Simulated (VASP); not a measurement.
SrTiO3: single point with PBE

The system is SrTiO3.

```
Sr Ti O
1.0
     4.02832    0.00000    0.00000
     0.00000    4.02832    0.00000
     0.00000    0.00000    3.75258
Sr Ti O
1 1 3
Direct
  0.00137 0.00000 0.00000
  0.50645 0.50000 0.50000
  0.99024 0.50000 0.50000
  0.49148 0.00000 0.50000
  0.49148 0.50000 0.00000
```

This cell differs from its parent crystal: atoms displaced along a vibrational mode, the cell strained.

```yaml
Program: VASP 6.6.1
Task: single point
Functional: PBE
Potentials_or_basis: VASP PAW PBE potentials, release 64 (Sr_sv, Ti_sv, O)
Cutoff: 520 eV
k_mesh: 8 × 8 × 8
Occupations: gaussian, width 0.05 eV
Spin: no spin polarisation
Dipole_correction: no
Further_INCAR_settings: ALGO = Normal; EDIFF = 1e-07; NBANDS = 28
```

| Quantity | Value |
| --- | --- |
| Pressure | 2.5 GPa |
| Largest force | 0.212 eV/Å |
| Band gap on the k mesh | 1.81 eV (least direct gap 2.20 eV) |

Forces on the atoms (eV/Å):
```
Sr   0.041  0.000  0.000
Ti   0.212  0.000  0.000
O   -0.129  0.000  0.000
O    0.020  0.000  0.000
O   -0.145  0.000  0.000
```

Stress tensor (GPa, compression positive):
```
-3.05  0.00  0.00
 0.00 -3.62  0.00
 0.00  0.00 14.04
```

Levels at points of the mesh, in eV from the valence-band top:
```csv
k point,band 17,band 18,band 19,band 20,band 21,band 22,band 23,band 24
"(0.00, 0.00, 0.00)",-1.01,-0.45,-0.45,-0.39,1.81,1.86,1.95,3.93
"(0.50, 0.00, 0.00)",-2.03,-1.94,-0.71,-0.70,1.99,3.48,3.51,4.24
"(0.00, 0.50, 0.00)",-1.99,-1.93,-0.81,-0.75,2.08,3.46,3.47,4.27
"(0.50, 0.50, 0.00)",-1.85,-1.84,-1.67,-0.28,3.47,3.51,3.87,5.61
"(0.00, 0.00, 0.50)",-2.35,-1.97,-0.87,-0.84,2.02,3.94,4.12,4.13
"(0.50, 0.00, 0.50)",-1.75,-1.44,-1.44,-0.14,3.49,4.13,4.34,4.85
"(0.00, 0.50, 0.50)",-1.76,-1.48,-1.47,-0.12,3.47,4.13,4.34,4.83
"(0.50, 0.50, 0.50)",-3.33,-0.14,-0.03,0.00,4.09,4.52,4.52,6.63
```

It took 4.3 min on 1 thread of Intel Xeon 8259CL (shared host), peak memory 0.33 GiB.

Caveat: the cell differs from its parent crystal (atoms displaced along a vibrational mode, the cell strained). A k mesh can miss the band edges.
